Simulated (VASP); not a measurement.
**Al3SiNO: single point with PBE**

Al3SiNO:

```xyz
6
Lattice="3.3052 0.0000 0.5964 0.0000 5.0434 0.0000 -1.0805 0.0000 5.1108" Properties=species:S:1:pos:R:3 pbc="T T T"
Al    0.9384    0.0000    4.2299
Al    1.2864    0.0000    1.4773
Al    1.1124    2.5217    2.8536
Si    1.6526    2.5217    0.2982
N     0.0000    0.0000    0.0000
O    -0.5403    2.5217    2.5554
```

```yaml
Program: VASP 6.6.1
Task: single point
Functional: PBE
Potentials_or_basis: VASP PAW PBE potentials, release 64 (Al, Si, N, O)
Cutoff: 520 eV
k_mesh: 4 × 4 × 4
Occupations: gaussian, width 0.1 eV
Spin: collinear spin, ferromagnetic start
Starting_moments: "[0.0, 0.0, 0.0, 0.0, 1.0, 1.0] μB"
Dipole_correction: no
Further_INCAR_settings: ALGO = Normal; EDIFF = 1e-06; NBANDS = 25
```

```json
{
  "Pressure": "0.2 GPa",
  "Largest force": "0.004 eV/Å",
  "Band gap on the k mesh": "zero (filled and empty bands overlap)",
  "Net moment": "0.00 μB per cell",
  "Valence electrons inside the program's atomic spheres": "Al 0.74, 0.82; Si 1.59; N 3.64; O 5.15"
}
```

Forces on the atoms (eV/Å):
```
Al  -0.004  0.000 -0.001
Al   0.004  0.000  0.001
Al   0.000  0.000  0.000
Si   0.000  0.000  0.000
N    0.000  0.000  0.000
O    0.000  0.000  0.000
```

Stress tensor (GPa, compression positive):
```
0.17 0.00 0.19
0.00 0.30 0.00
0.19 0.00 0.16
```

Levels at points of the mesh, in eV from the Fermi level:
Spin up:
| k point | band 10 | band 11 | band 12 | band 13 | band 14 | band 15 |
| --- | --- | --- | --- | --- | --- | --- |
| (0.00, 0.00, 0.00) | -3.75 | 0.01 | 0.74 | 1.10 | 1.26 | 2.73 |
| (0.50, 0.00, 0.00) | -3.00 | -2.64 | -2.41 | -1.58 | 0.67 | 1.90 |
| (0.00, 0.50, 0.00) | -1.77 | -1.42 | -0.71 | -0.30 | 1.81 | 3.39 |
| (0.50, 0.50, 0.00) | -3.47 | -2.53 | -0.39 | 0.74 | 1.21 | 1.45 |
| (0.00, 0.00, 0.50) | -2.73 | -1.30 | -0.06 | 0.75 | 1.40 | 2.87 |
| (0.50, 0.00, 0.50) | -2.65 | -2.33 | -0.86 | -0.39 | 0.11 | 2.26 |
| (0.00, 0.50, 0.50) | -3.15 | -1.42 | -1.29 | 2.63 | 2.74 | 3.10 |
| (0.50, 0.50, 0.50) | -2.59 | -1.58 | 0.30 | 1.20 | 3.15 | 3.87 |
Spin down:
| k point | band 10 | band 11 | band 12 | band 13 | band 14 | band 15 |
| --- | --- | --- | --- | --- | --- | --- |
| (0.00, 0.00, 0.00) | -3.75 | 0.01 | 0.74 | 1.10 | 1.26 | 2.73 |
| (0.50, 0.00, 0.00) | -3.00 | -2.64 | -2.41 | -1.58 | 0.67 | 1.90 |
| (0.00, 0.50, 0.00) | -1.77 | -1.42 | -0.71 | -0.30 | 1.81 | 3.39 |
| (0.50, 0.50, 0.00) | -3.47 | -2.53 | -0.39 | 0.74 | 1.21 | 1.45 |
| (0.00, 0.00, 0.50) | -2.73 | -1.30 | -0.06 | 0.75 | 1.40 | 2.87 |
| (0.50, 0.00, 0.50) | -2.65 | -2.33 | -0.86 | -0.39 | 0.11 | 2.26 |
| (0.00, 0.50, 0.50) | -3.15 | -1.42 | -1.29 | 2.63 | 2.74 | 3.10 |
| (0.50, 0.50, 0.50) | -2.59 | -1.58 | 0.30 | 1.20 | 3.15 | 3.87 |

Run time: 110 s on 1 thread of Intel(R) Xeon(R) Platinum 8259CL CPU @ 2.50GHz (Skylake/Cascade Lake), on a shared host, peak memory 0.29 GiB.

Caveat: the k points lie up to 0.47 Å⁻¹ apart.
